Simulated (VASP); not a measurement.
# ZrB2 (P6/mmm) in VASP: notebook, part 2 of 2

VASP 6.6.1.

## Step 3: Single point, PBEsol (volume scaled by 1.06, then relaxed in part)

Input file INCAR:

```
PREC = Accurate
ENCUT = 520
EDIFF = 1E-6
ISMEAR = 0
SIGMA = 0.1
LREAL = False
LASPH = True
NELM = 80
ALGO = Normal
ISIF = 2
LWAVE = False
LCHARG = False
GGA = PS
NBANDS = 16
```

Input file KPOINTS:

```
regular mesh
0
Gamma
  18 18 12
```

Input file POSCAR:

```
ZrB2
1.0
    3.2127247750      0.0000000000      0.0000000000
   -1.6063623875      2.7823012705      0.0000000000
    0.0000000000      0.0000000000      3.5846556387
Zr B
1 2
Direct
    0.0000000000      0.0000000000      0.0000000000
    0.3333333333      0.6666666667      0.5000000000
    0.6666666667      0.3333333333      0.5000000000
```

Potentials or basis: VASP PAW PBE potentials, release 64 (Zr_sv, B).

Command:

```
cat potpaw_PBE.64/Zr_sv/POTCAR potpaw_PBE.64/B/POTCAR > POTCAR
mpirun -np 1 vasp_std > vasp.out
```

OUTCAR:

```text
PREC = Accurate
   ENCUT = 520
   EDIFF = 1E-6
   ISMEAR = 0
   LREAL = False
   LASPH = True
   NELM = 80
   ISIF = 2
   GGA = PS

 ion  position               nearest neighbor table
   1  0.000  0.000  0.000-   2 2.58   3 2.58   2 2.58   3 2.58   2 2.58   2 2.58   3 2.58   3 2.58
                             3 2.58   3 2.58   2 2.58   2 2.58
   2  0.333  0.667  0.500-   3 1.85   3 1.85   3 1.85   1 2.58   1 2.58   1 2.58   1 2.58   1 2.58
                             1 2.58
   3  0.667  0.333  0.500-   2 1.85   2 1.85   2 1.85   1 2.58   1 2.58   1 2.58   1 2.58   1 2.58
                             1 2.58

  LATTYP: Found a hexagonal cell.
 ALAT       =     3.2127247750
 C/A-ratio  =     1.1157680442

  Lattice vectors:

 A1 = (   3.2127247750,   0.0000000000,   0.0000000000)
 A2 = (  -1.6063623875,   2.7823012705,   0.0000000000)
 A3 = (   0.0000000000,   0.0000000000,   3.5846556387)

Analysis of symmetry for initial positions (statically):
=====================================================================
 Subroutine PRICEL returns:
 Original cell was already a primitive cell.

 Routine SETGRP: Setting up the symmetry group for a
 hexagonal supercell.

 Subroutine GETGRP returns: Found 24 space group operations
 (whereof 24 operations were pure point group operations)
[... 172 lines left out ...]
 Fermi energy:        10.0201829473

 k-point     1 :       0.0000    0.0000    0.0000
  band No.  band energies     occupation
      1     -38.6638      2.00000
      2     -16.8660      2.00000
      3     -16.3577      2.00000
      4     -16.3577      2.00000
      5      -2.5285      2.00000
      6       7.4427      2.00000
[... 433 lines left out ...]
      3     -16.7148      2.00000
      4     -16.6044      2.00000
      5       0.7989      2.00000
      6       2.2579      2.00000
[... 8 lines left out ...]
     15      18.2924      0.00000
     16      19.0616      0.00000

 [... further k-points ...]

------------------------ aborting loop because EDIFF is reached ----------------------------------------

  FORCE on cell =-STRESS in cart. coord.  units (eV):
  Direction    XX          YY          ZZ          XY          YZ          ZX
  --------------------------------------------------------------------------------------
  -------------------------------------------------------------------------------------
  Total       -2.5448160     -2.5448160     -2.5456437      0.0000000      0.0000000     -0.0000000
  in kB     -127.2453302   -127.2453302   -127.2867147      0.0000000      0.0000000     -0.0000000
  external PRESSURE =    -127.2591250 kB  Pullay stress =       0.0000000 kB

 VOLUME and BASIS-vectors are now :
 -----------------------------------------------------------------------------
  energy-cutoff  :      520.00
  volume of cell :       32.04
      direct lattice vectors                 reciprocal lattice vectors
     3.212724775  0.000000000  0.000000000     0.311262268  0.179707354  0.000000000
    -1.606362387  2.782301271  0.000000000     0.000000000  0.359414708  0.000000000
     0.000000000  0.000000000  3.584655639     0.000000000  0.000000000  0.278966824

 POSITION                                       TOTAL-FORCE (eV/Angst)
 -----------------------------------------------------------------------------------
      0.00000      0.00000      0.00000         0.000000      0.000000      0.000000
     -0.00000      1.85487      1.79233         0.000000      0.000000      0.000000
      1.60636      0.92743      1.79233        -0.000000     -0.000000      0.000000
 -----------------------------------------------------------------------------------
    total drift:                               -0.000000      0.000000      0.000000

  FREE ENERGIE OF THE ION-ELECTRON SYSTEM (eV)
  ---------------------------------------------------
  free  energy   TOTEN  =       -26.3305176585 eV

  energy  without entropy=      -26.3293667822  energy(sigma->0) =      -26.32994222
```

stdout:

```text
POSCAR found type information on POSCAR ZrB
 POSCAR found :  2 types and       3 ions
 scaLAPACK will be used
 -----------------------------------------------------------------------------
|                                                                             |
|                                                                             |
|     You enforced a specific xc type in the INCAR file but a different       |
|     I HOPE YOU KNOW WHAT YOU ARE DOING!                                     |
|                                                                             |
 -----------------------------------------------------------------------------

 LDA part: xc-table for (Slater+PW92), standard interpolation
 POSCAR, INCAR and KPOINTS ok, starting setup
 FFT: planning ... GRIDC
 FFT: planning ... GRID_SOFT
 FFT: planning ... GRID
 WAVECAR not read
 entering main loop
```

It took 50 s on 1 thread of Intel Xeon Platinum 8559C (Emerald Rapids), shared host; peak memory 0.25 GiB.

What came out:

```
Free energy            : -26.3305 eV
Pressure               : -12.7 GPa
Band gap on the k mesh : zero (band 9 reaches 10.70 eV, above the bottom of band 10 at 9.48 eV)
```

Levels at points of the mesh, in eV from the Fermi level:
```tsv
k point	band 5	band 6	band 7	band 8	band 9	band 10	band 11	band 12	band 13	band 14
(0.00, 0.00, 0.00)	-12.55	-2.58	-2.58	-2.58	-2.39	3.17	3.17	3.94	3.94	4.61
(0.50, 0.00, 0.00)	-8.82	-8.47	-3.81	-3.03	-2.64	2.13	2.13	4.65	4.69	6.19
(0.00, 0.00, 0.50)	-10.65	-6.90	-0.96	-0.96	0.26	0.26	0.69	0.69	1.66	4.92
(0.50, 0.00, 0.50)	-9.74	-6.96	-4.50	-4.05	-2.11	3.47	3.84	4.99	5.84	6.12
```

Caveat: the cell differs from its parent crystal (volume scaled by 1.06, then relaxed in part); the PAW data sets were made with another functional, which shifts forces and pressure a little.

## Step 4: Relaxation of shape and atoms at fixed volume, PBEsol (volume scaled by 0.88)

Input file INCAR:

```
SYSTEM = ZrB2
PREC = Accurate
ENCUT = 600
EDIFF = 1E-7
ISMEAR = 0
SIGMA = 0.1
LREAL = .FALSE.
LASPH = .TRUE.
NELM = 80
ALGO = Normal
ISIF = 4
LWAVE = .FALSE.
LCHARG = .FALSE.
GGA = PS
IBRION = 2
NSW = 50
EDIFFG = -0.01
```

Input file KPOINTS:

```
regular mesh
0
G
  18 18 12
  0 0 0
```

Input file POSCAR:

```
ZrB2
1.0
    3.0279994859      0.0000000000      0.0000000000
   -1.5139997430      2.6223244774      0.0000000000
    0.0000000000      0.0000000000      3.3501148720
Zr B
1 2
Direct
    0.0000000000      0.0000000000      0.0000000000
    0.3333333333      0.6666666667      0.5000000000
    0.6666666667      0.3333333333      0.5000000000
```

Command:

```
cat potpaw_PBE.64/Zr_sv/POTCAR potpaw_PBE.64/B/POTCAR > POTCAR
mpirun -np 1 vasp_std > vasp.out
```

Run time: 36 s. Hardware: 1 thread of Intel Xeon Platinum 8559C (Emerald Rapids), shared host; peak memory 0.24 GiB.

Results (log left out):

```yaml
Free_energy: -25.9755 eV
Pressure_after_relaxing: 41.5 GPa
Band_gap_on_the_k_mesh: zero (band 9 reaches 12.90 eV, above the bottom of band 10 at 11.54 eV)
```

Stress tensor (GPa, compression positive):
```
41.58  0.00  0.00
 0.00 41.58  0.00
 0.00  0.00 41.32
```

Final structure:
```yaml
crystal:
  lattice:
    - [3.02800, 0.00000, 0.00000]
    - [-1.51400, 2.62232, 0.00000]
    - [0.00000, 0.00000, 3.35011]
  atoms:
    - { symbol: Zr, position: [0.00000, 0.00000, 0.00000] }
    - { symbol: B, position: [0.33333, 0.66667, 0.50000] }
    - { symbol: B, position: [0.66667, 0.33333, 0.50000] }
```

Levels at points of the mesh, in eV from the Fermi level:
```
           k point  band 5  band 6  band 7  band 8  band 9  band 10  band 11  band 12  band 13
(0.00, 0.00, 0.00)  -13.35   -3.02   -3.02   -2.99   -2.16     4.05     4.05     5.00     5.00
(0.50, 0.00, 0.00)   -9.62   -8.46   -4.42   -3.23   -3.19     2.54     2.70     5.85     6.04
(0.00, 0.00, 0.50)  -10.60   -7.35   -1.06   -1.06    0.25     0.25     0.84     0.84     2.30
(0.50, 0.00, 0.50)  -10.65   -7.05   -5.21   -4.68   -1.58     4.61     4.82     6.36     7.78
```

Caveat: the cell differs from its parent crystal (volume scaled by 0.88); the relaxation stopped at its first step, so nothing moved; the PAW data sets were made with another functional, which shifts forces and pressure a little.

## Step 5: Single point, PBEsol

This run uses another cell than the first one, of 10.25 Å³/atom, 0.987 times its volume.

Input file INCAR:

```
SYSTEM = ZrB2
PREC = Accurate
ENCUT = 500
EDIFF = 1E-6
ISMEAR = 0
SIGMA = 0.1
LREAL = .FALSE.
LASPH = .TRUE.
NELM = 120
ALGO = Normal
ISIF = 2
LWAVE = .FALSE.
LCHARG = .FALSE.
GGA = PS
NBANDS = 16
GGA_COMPAT = .FALSE.
```

Input file KPOINTS:

```
regular mesh
0
G
  6 6 6
  0 0 0
```

Input file POSCAR:

```
ZrB2
1.0
    3.1700000000      0.0000000000      0.0000000000
   -1.5850000000      2.7453005300      0.0000000000
    0.0000000000      0.0000000000      3.5330000000
Zr B
1 2
Direct
    0.0000000000      0.0000000000      0.0000000000
    0.3333333333      0.6666666667      0.5000000000
    0.6666666667      0.3333333333      0.5000000000
```

Command:

```
cat potpaw_PBE.64/Zr_sv/POTCAR potpaw_PBE.64/B/POTCAR > POTCAR
mpirun -np 1 vasp_std > vasp.out
```

Run time: 18 s. Hardware: 1 thread of Intel Xeon Platinum 8259CL at 2.50GHz (Skylake/Cascade Lake), shared host; peak memory 0.14 GiB.

Results (log left out):

```
Free energy            : -26.3451 eV
Pressure               : -3.5 GPa
Band gap on the k mesh : zero (band 9 reaches 11.17 eV, above the bottom of band 10 at 10.09 eV)
```

Stress tensor (GPa, compression positive):
```
-2.75  0.00  0.00
 0.00 -2.75  0.00
 0.00  0.00 -5.09
```

Levels at points of the mesh, in eV from the Fermi level:
| k point | band 7 | band 8 | band 9 | band 10 | band 11 | band 12 |
| --- | --- | --- | --- | --- | --- | --- |
| (0.00, 0.00, 0.00) | -2.23 | -2.23 | -1.94 | 3.78 | 3.78 | 4.59 |
| (0.50, 0.00, 0.00) | -3.52 | -2.66 | -2.32 | 2.63 | 2.68 | 5.35 |
| (0.00, 0.00, 0.50) | -0.56 | -0.56 | 0.69 | 0.69 | 1.17 | 1.17 |
| (0.50, 0.00, 0.50) | -4.23 | -3.75 | -1.60 | 4.11 | 4.47 | 5.73 |

Caveat: the k points lie up to 0.38 Å⁻¹ apart; the PAW data sets were made with another functional, which shifts forces and pressure a little.

## Step 6: Summary

```csv
task,cell,k mesh,cutoff (eV),gap on the mesh (eV),pressure (GPa)
single point,"a = 3.184, b = 3.184, c = 3.546 Å, angles 90.0, 90.0, 120.0°, 3 atoms",18 × 18 × 12,520,none,-6.7
single point,"a = 3.213, b = 3.213, c = 3.585 Å, angles 90.0, 90.0, 120.0°, 3 atoms",18 × 18 × 12,520,none,-12.7
relaxation of shape and atoms at fixed volume,"relaxed from a = 3.028, b = 3.028, c = 3.350 Å, angles 90.0, 90.0, 120.0°, 3 atoms",18 × 18 × 12,600,none,41.5
single point,"a = 3.170, b = 3.170, c = 3.533 Å, angles 90.0, 90.0, 120.0°, 3 atoms",6 × 6 × 6,500,none,-3.5
```

Alike in all rows: level PBEsol; potentials or basis VASP PAW PBE potentials, release 64 (Zr_sv, B); no spin polarisation; smearing gaussian 0.1 eV.

Caveats: some runs use coarse meshes; the PAW data sets were made with another functional, which shifts forces and pressure a little; the relaxation stopped at its first step, so nothing moved (some runs).

Absolute energies hang on the potentials; compare differences alone.
